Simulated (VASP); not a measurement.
# Sr4CaTi3O12 (a cell with a defect) in VASP: single point with PBEsol

Aim: the single point of Sr4CaTi3O12 (a cell with a defect) with PBEsol.

Everything below comes from runs of VASP 6.6.1. Logs are shortened: lines on timing, memory, paths and dates and some standing lists are left out, and cuts for length are marked.

## Step 1: The cell of the first run

The cell holds a defect, 40 atoms: a = 7.783 Å, b = 7.783 Å, c = 7.783 Å, α = 90.00°, β = 90.00°, γ = 90.00°.

## Step 2: Single point, PBEsol

File INCAR:

```
SYSTEM = Sr4CaTi3O12
  ALGO = Normal
  EDIFF = 1E-6
  ENCUT = 520
  GGA = PS
  GGA_COMPAT = .False.
  ISIF = 2
  ISMEAR = -1
  ISYM = 0
  LASPH = .True.
  LCHARG = .False.
  LREAL = Auto
  LWAVE = .False.
  NBANDS = 184
  NELM = 120
  PREC = Accurate
  SIGMA = 0.05
```

File KPOINTS:

```
Automatic mesh
0
Gamma
  1 1 1
  0.25 0.25 0.25
```

File POSCAR:

```
Sr4CaTi3O12
1.0
    7.7828210000      0.0000000000      0.0000000000
    0.0000000000      7.7828210000      0.0000000000
    0.0000000000      0.0000000000      7.7828210000
Sr Ca Ti O
8 2 6 24
Direct
    0.0116290000      0.9912810000      0.0022440000
    0.9842430000      0.0108980000      0.5033100000
    0.0201120000      0.4826950000      0.0024060000
    0.9817080000      0.5131420000      0.5013430000
    0.5138550000      0.9914270000      0.9969990000
    0.4862110000      0.0048610000      0.4994850000
    0.5051950000      0.4774730000      0.0028800000
    0.4904920000      0.5245370000      0.4987150000
    0.2521770000      0.2473760000      0.2563990000
    0.7471580000      0.7487160000      0.7547080000
    0.2454290000      0.2504570000      0.7466940000
    0.2521260000      0.7501770000      0.2389890000
    0.2453510000      0.7562470000      0.7481840000
    0.7493280000      0.2487730000      0.2578760000
    0.7465160000      0.2480320000      0.7518510000
    0.7571040000      0.7470700000      0.2468300000
    0.2257870000      0.2203280000      0.9828960000
    0.3113440000      0.2750340000      0.5214510000
    0.2721890000      0.7879640000      0.0015220000
    0.2206020000      0.7197550000      0.5020350000
    0.7764050000      0.2817520000      0.9961380000
    0.7247000000      0.2140000000      0.4986760000
    0.6873760000      0.7267200000      0.0212910000
    0.7711420000      0.7818640000      0.4813690000
    0.9829720000      0.2866760000      0.2809660000
    0.0055000000      0.2766980000      0.7162390000
    0.9954300000      0.7191990000      0.2132500000
    0.0149370000      0.7149720000      0.7916410000
    0.5202750000      0.2198090000      0.2059080000
    0.5058020000      0.2222320000      0.7800270000
    0.4940590000      0.7772110000      0.2779880000
    0.4783010000      0.7786370000      0.7173310000
    0.2110020000      0.9788230000      0.2953410000
    0.2188280000      0.9997210000      0.7208430000
    0.2793340000      0.5173420000      0.2212580000
    0.2728090000      0.4994330000      0.7790530000
    0.7796460000      0.0000910000      0.2234750000
    0.7931610000      0.0176470000      0.7822960000
    0.7238990000      0.4993550000      0.2789920000
    0.7264570000      0.4802660000      0.7043450000
```

Potentials or basis: VASP PAW PBE potentials, release 64 (Sr_sv, Ca_sv, Ti_sv, O).

Run with:

```sh
$ cat potpaw_PBE.64/Sr_sv/POTCAR potpaw_PBE.64/Ca_sv/POTCAR potpaw_PBE.64/Ti_sv/POTCAR potpaw_PBE.64/O/POTCAR > POTCAR
$ mpirun -np 1 vasp_std > vasp.out
```

OUTCAR:

```text
SYSTEM = Sr4CaTi3O12
   EDIFF = 1E-6
   ENCUT = 520
   GGA = PS
   ISIF = 2
   ISMEAR = -1
   ISYM = 0
   LASPH = .True.
   LREAL = Auto
   NELM = 120
   PREC = Accurate

 ion  position               nearest neighbor table
   1  0.012  0.991  0.002-  38 2.42  17 2.45  37 2.50  19 2.57  27 2.68  28 2.70  34 2.72  33 2.76
                            21 2.91  26 3.15  25 3.17  12 3.23  13 3.25  23 3.26  16 3.34  11 3.37
   2  0.984  0.011  0.503-  33 2.41  24 2.44  34 2.49  22 2.57  38 2.63  26 2.66  37 2.70  25 2.76
                            20 2.92  27 3.20  28 3.22  14 3.23  15 3.25  18 3.28  11 3.35  16 3.37
   3  0.020  0.483  0.002-  28 2.44  21 2.46  27 2.47  17 2.60  36 2.63  35 2.65  25 2.67  26 2.75
                            19 3.08  39 3.16  11 3.21  23 3.21   9 3.24  40 3.26  12 3.31  13 3.39
   4  0.982  0.513  0.501-  20 2.46  25 2.46  26 2.49  40 2.55  39 2.65  24 2.66  27 2.76  28 2.76
                            22 3.07  36 3.13  18 3.17  35 3.18  16 3.21  10 3.25  14 3.33  15 3.38
   5  0.514  0.991  0.997-  29 2.41  19 2.46  30 2.47  23 2.47  37 2.72  32 2.75  38 2.75  31 2.75
                            17 2.87  21 3.05  34 3.15  10 3.23  15 3.30  33 3.31  16 3.31  12 3.35
   6  0.486  0.005  0.499-  32 2.45  22 2.47  31 2.47  18 2.51  33 2.67  34 2.70  30 2.77  24 2.82
                            29 2.84  20 3.03  37 3.14   9 3.23  38 3.25  11 3.30  13 3.32  14 3.37
   7  0.505  0.477  0.003-  23 2.41  35 2.46  36 2.52  29 2.56  21 2.60  30 2.64  39 2.75  40 2.89
                            17 2.96  19 3.02  31 3.17  32 3.24  15 3.25  14 3.27   9 3.31  11 3.34
   8  0.490  0.525  0.499-  18 2.40  40 2.46  39 2.50  20 2.59  32 2.61  31 2.61  35 2.71  36 2.77
                            24 2.97  22 3.03  30 3.22  12 3.26  13 3.27  29 3.30  10 3.32  16 3.34
   9  0.252  0.247  0.256-  18 2.12  25 2.13  35 2.13  29 2.13  33 2.14  17 2.15   6 3.23   3 3.24
                             7 3.31   1 3.37   2 3.38   8 3.41   5 3.49   4 3.51
  10  0.747  0.749  0.755-  28 2.12  32 2.13  40 2.13  23 2.13  38 2.13  24 2.15   5 3.23   4 3.25
                             8 3.32   2 3.38   1 3.39   7 3.43   6 3.47   3 3.54
  11  0.245  0.250  0.747-  18 1.84  17 1.86  26 1.89  36 1.97  34 1.97  30 2.05   3 3.21   6 3.30
                             7 3.34   2 3.35   1 3.37   8 3.45   4 3.47   5 3.50
[... 32 lines left out ...]
  39  0.724  0.499  0.279-  16 1.96  14 1.97   8 2.50   4 2.65   7 2.75   3 3.16
  40  0.726  0.480  0.704-  15 1.85  10 2.13   8 2.46   4 2.55   7 2.89   3 3.26

IMPORTANT INFORMATION: All symmetrisations will be switched off!
NOSYMM: (Re-)initialisation of all symmetry stuff for point group C_1.

----------------------------------------------------------------------------------------

                                     Primitive cell

  volume of cell :     471.4234

  direct lattice vectors                    reciprocal lattice vectors
     7.782821000  0.000000000  0.000000000     0.128488115  0.000000000  0.000000000
     0.000000000  7.782821000  0.000000000     0.000000000  0.128488115  0.000000000
     0.000000000  0.000000000  7.782821000     0.000000000  0.000000000  0.128488115

  length of vectors
     7.782821000  7.782821000  7.782821000     0.128488115  0.128488115  0.128488115

  position of ions in fractional coordinates (direct lattice)
     0.011629000  0.991281000  0.002244000
     0.984243000  0.010898000  0.503310000
     0.020112000  0.482695000  0.002406000
     0.981708000  0.513142000  0.501343000
     0.513855000  0.991427000  0.996999000
     0.486211000  0.004861000  0.499485000
[... 32 lines left out ...]
     0.723899000  0.499355000  0.278992000
     0.726457000  0.480266000  0.704345000

  ion indices of the primitive-cell ions
   primitive index   ion index
                 1           1
                 2           2
                 3           3
                 4           4
                 5           5
                 6           6
[... 32 lines left out ...]
                39          39
                40          40

----------------------------------------------------------------------------------------

 KPOINTS: Automatic mesh

Automatic generation of k-mesh.
 Grid dimensions read from file:
 generate k-points for:    1    1    1

 Generating k-lattice:

  Cartesian coordinates                     Fractional coordinates (reciprocal lattice)
     0.128488115  0.000000000  0.000000000     1.000000000  0.000000000  0.000000000
     0.000000000  0.128488115  0.000000000     0.000000000  1.000000000  0.000000000
     0.000000000  0.000000000  0.128488115     0.000000000  0.000000000  1.000000000

  Length of vectors
     0.128488115  0.128488115  0.128488115

  Shift w.r.t. Gamma in fractional coordinates (k-lattice)
     0.250000000  0.250000000  0.250000000

 Subroutine IBZKPT returns following result:
 ===========================================

 Found      4 irreducible k-points:

 Following reciprocal coordinates:
            Coordinates               Weight
  0.250000  0.250000  0.250000      2.000000
 -0.250000  0.250000  0.250000      2.000000
 -0.250000 -0.250000  0.250000      2.000000
  0.250000 -0.250000  0.250000      2.000000
   k-points           NKPTS =      4   k-points in BZ     NKDIM =      4   number of bands    NBANDS=    184
   number of dos      NEDOS =    301   number of ions     NIONS =     40
   total plane-waves  NPLWV = 216000
   dimension x,y,z NGX =    60 NGY =   60 NGZ =   60
   dimension x,y,z NGXF=   120 NGYF=  120 NGZF=  120
   ions per type =               8   2   6  24
   NGX,Y,Z   is equivalent  to a cutoff of  12.82, 12.82, 12.82 a.u.
   NGXF,Y,Z  is equivalent  to a cutoff of  25.63, 25.63, 25.63 a.u.
 SYSTEM =  Sr4CaTi3O12
   PREC   = accura    normal or accurate (medium, high low for compatibility)
   ISTART =      0    job   : 0-new  1-cont  2-samecut
   ICHARG =      2    charge: 1-file 2-atom 10-const
   ISPIN  =      1    spin polarized calculation?
   LNONCOLLINEAR =      F non collinear calculations
   LSORBIT =      F    spin-orbit coupling
   LASPH  =      T    aspherical Exc in radial PAW
   ENCUT  =  520.0 eV  38.22 Ry    6.18 a.u.  14.47 14.47 14.47*2*pi/ulx,y,z
   NELM   =    120;   NELMIN=  2; NELMDL= -5     # of ELM steps
   EDIFF  = 0.1E-05   stopping-criterion for ELM
   LREAL  =      T    real-space projection
   EDIFFG = 0.1E-04   stopping-criterion for IOM
   NSW    =      0    number of steps for IOM
   IBRION =     -1    ionic relax: 0-MD 1-quasi-New 2-CG
   NFREE  =      0    steps in history (QN), initial steepest desc. (CG)
   ISIF   =      2    stress and relaxation
   ISYM   =      0    0-nonsym 1-usesym 2-fastsym
   POTIM  = 0.5000    time-step for ionic-motion
   TEBEG  =    0.0;   TEEND  =   0.0 temperature during run
   PSTRESS=    0.0 pullay stress
   NELECT =     316.0000    total number of electrons
   NUPDOWN=      -1.0000    fix difference up-down
   EMIN   =  10.00;   EMAX   =-10.00  energy-range for DOS
   EFERMI =   0.00;   METHOD = LEGACY
   ISMEAR =    -1;   SIGMA  =   0.05  broadening in eV -4-tet -1-fermi 0-gaus
   EFERMI_NEDOS =   21; number of points for ismear=-14 and -15
   IALGO  =     38    algorithm
   IMIX   =      4    mixing-type and parameters
     AMIX     =   0.40;   BMIX     =  1.00
     AMIX_MAG =   1.60;   BMIX_MAG =  1.00
  volume/ion in A,a.u.               =      11.79        79.53
  Fermi-wavevector in a.u.,A,eV,Ry     =   1.432738  2.707482 27.929203  2.052739
  Thomas-Fermi vector in A             =   2.552333
   LORBIT       =      0    0 simple, 1 ext, 2 COOP (PROOUT), +10 PAW based schemes
   GGA     = PS    functional components
   LHFCALC =     F    Hartree Fock is set to
   AEXX    =    0.0000 exact exchange contribution
   IVDW    =     0    specifies the selected vdW correction
   LEPSILON=     F    determine dielectric tensor
   LRPA    =     F    only Hartree local field effects (RPA)
 non-spin polarized calculation
  energy-cutoff  :      520.00
  volume of cell :      471.42
 maximum number of plane-waves:     12704
 NGX is ok and might be reduce to    60
   NGX = 29   NGY = 29   NGZ = 29

 number of electron     315.9999980 magnetization

 Free energy of the ion-electron system (eV)
  ---------------------------------------------------
  ext. energy  EPLUGINS =         0.00000000
  ---------------------------------------------------
  free energy    TOTEN  =      -308.76534958 eV

  energy without entropy =     -308.42580923  energy(sigma->0) =     -308.59557940

 E-fermi :   3.2505     XC(G=0): -11.5450

 val. band max:        3.2481437599   @ k =  -0.2500   0.2500   0.2500
 cond. band min:       3.2553343569   @ k =   0.2500  -0.2500   0.2500
 fundamental gap:      0.0071905970
 Fermi energy:         3.2504523629

 k-point     1 :       0.2500    0.2500    0.2500
  band No.  band energies     occupation
      1     -52.1350      2.00000
      2     -52.1342      2.00000
      3     -52.1215      2.00000
      4     -52.1192      2.00000
      5     -52.1190      2.00000
      6     -52.0942      2.00000
[... 162 lines left out ...]
    169       7.6529      0.00000
    170       7.7229      0.00000

 k-point     2 :      -0.2500    0.2500    0.2500
  band No.  band energies     occupation
      1     -52.1350      2.00000
      2     -52.1342      2.00000
      3     -52.1215      2.00000
      4     -52.1192      2.00000
      5     -52.1190      2.00000
      6     -52.0942      2.00000
[... 162 lines left out ...]
    169       7.6500      0.00000
    170       7.6996      0.00000

 k-point     3 :      -0.2500   -0.2500    0.2500
  band No.  band energies     occupation
      1     -52.1350      2.00000
      2     -52.1342      2.00000
      3     -52.1215      2.00000
      4     -52.1192      2.00000
      5     -52.1190      2.00000
      6     -52.0942      2.00000
[... 162 lines left out ...]
    169       7.6486      0.00000
    170       7.6986      0.00000

 k-point     4 :       0.2500   -0.2500    0.2500
  band No.  band energies     occupation
      1     -52.1350      2.00000
      2     -52.1342      2.00000
      3     -52.1215      2.00000
      4     -52.1192      2.00000
      5     -52.1190      2.00000
      6     -52.0942      2.00000
[... 162 lines left out ...]
    169       7.6763      0.00000
    170       7.6894      0.00000
 [bands above 170 left out]

------------------------ aborting loop because EDIFF is reached ----------------------------------------

  FORCE on cell =-STRESS in cart. coord.  units (eV):
  Direction    XX          YY          ZZ          XY          YZ          ZX
  --------------------------------------------------------------------------------------
  -------------------------------------------------------------------------------------
  Total       41.5438358     39.0766295     37.3495147      0.2636353      0.2977167     -0.0405299
  in kB      141.1906863    132.8056505    126.9358863      0.8959899      1.0118185     -0.1377446
  external PRESSURE =     133.6440744 kB  Pullay stress =       0.0000000 kB

 VOLUME and BASIS-vectors are now :
 -----------------------------------------------------------------------------
  energy-cutoff  :      520.00
  volume of cell :      471.42
      direct lattice vectors                 reciprocal lattice vectors
     7.782821000  0.000000000  0.000000000     0.128488115  0.000000000  0.000000000
     0.000000000  7.782821000  0.000000000     0.000000000  0.128488115  0.000000000
     0.000000000  0.000000000  7.782821000     0.000000000  0.000000000  0.128488115

 POSITION                                       TOTAL-FORCE (eV/Angst)
 -----------------------------------------------------------------------------------
      0.09051      7.71496      0.01746        -0.028013      0.037544      0.037012
      7.66019      0.08482      3.91717        -0.009675     -0.045795     -0.005397
      0.15653      3.75673      0.01873        -0.085484     -0.005867     -0.007521
      7.64046      3.99369      3.90186         0.075208     -0.002014      0.030811
      3.99924      7.71610      7.75946        -0.029917      0.013178      0.020072
      3.78409      0.03783      3.88740         0.034049     -0.008436     -0.080278
[... 32 lines left out ...]
      5.63398      3.88639      2.17134        -0.044011      0.052686     -0.024926
      5.65388      3.73782      5.48179        -0.013221     -0.067984      0.034994
 -----------------------------------------------------------------------------------
    total drift:                                0.000953      0.011820      0.007171

  FREE ENERGIE OF THE ION-ELECTRON SYSTEM (eV)
  ---------------------------------------------------
  free  energy   TOTEN  =      -308.7653495786 eV

  energy  without entropy=     -308.4258092289  energy(sigma->0) =     -308.59557940
```

Run time: 22 min. Hardware: 1 thread of Intel Xeon Platinum 8375C at 2.90GHz (Ice Lake), shared host; peak memory 0.63 GiB.

Results:

| Property | Result |
| --- | --- |
| Free energy | -308.7653 eV |
| Pressure | 13.4 GPa |
| Largest force | 0.375 eV/Å |
| Band gap on the k mesh | zero (band 158 reaches 3.25 eV, above the bottom of band 159 at 3.24 eV) |

Forces on the atoms (eV/Å):
```
Sr  -0.028  0.038  0.037
Sr  -0.010 -0.046 -0.005
Sr  -0.085 -0.006 -0.008
Sr   0.075 -0.002  0.031
Sr  -0.030  0.013  0.020
Sr   0.034 -0.008 -0.080
Sr   0.000  0.073 -0.115
Sr   0.009 -0.049  0.073
Ca   0.007 -0.097 -0.003
Ca   0.046 -0.047  0.031
Ti   0.029  0.170  0.070
Ti   0.007  0.151  0.343
Ti  -0.065 -0.280 -0.119
Ti  -0.025 -0.070 -0.162
Ti  -0.005  0.206  0.045
Ti  -0.143  0.050 -0.042
O    0.042 -0.026 -0.061
O   -0.040 -0.048  0.039
O   -0.027 -0.056 -0.094
O   -0.037  0.063 -0.063
O    0.043 -0.042  0.106
O    0.013  0.023 -0.014
O    0.116 -0.020  0.002
O    0.012 -0.058  0.011
O    0.013 -0.065 -0.004
O   -0.060 -0.014 -0.015
O   -0.020  0.079  0.066
O    0.117  0.007  0.037
O    0.025  0.027  0.074
O   -0.140 -0.028 -0.014
O    0.080 -0.016 -0.040
O    0.024  0.023 -0.001
O    0.017 -0.029 -0.020
O    0.058  0.016  0.035
O   -0.001 -0.036 -0.021
O    0.047  0.080 -0.053
O   -0.007  0.040 -0.054
O   -0.034  0.000 -0.040
O   -0.044  0.053 -0.025
O   -0.013 -0.068  0.035
```

Stress tensor (GPa, compression positive):
```
14.12  0.09 -0.01
 0.09 13.28  0.10
-0.01  0.10 12.69
```

Caveat: the k points lie up to 0.81 Å⁻¹ apart; the PAW data sets were made with another functional, which shifts forces and pressure a little; semilocal functionals often make such compounds metallic where correlation or magnetic order opens a gap, which also shifts bond lengths.
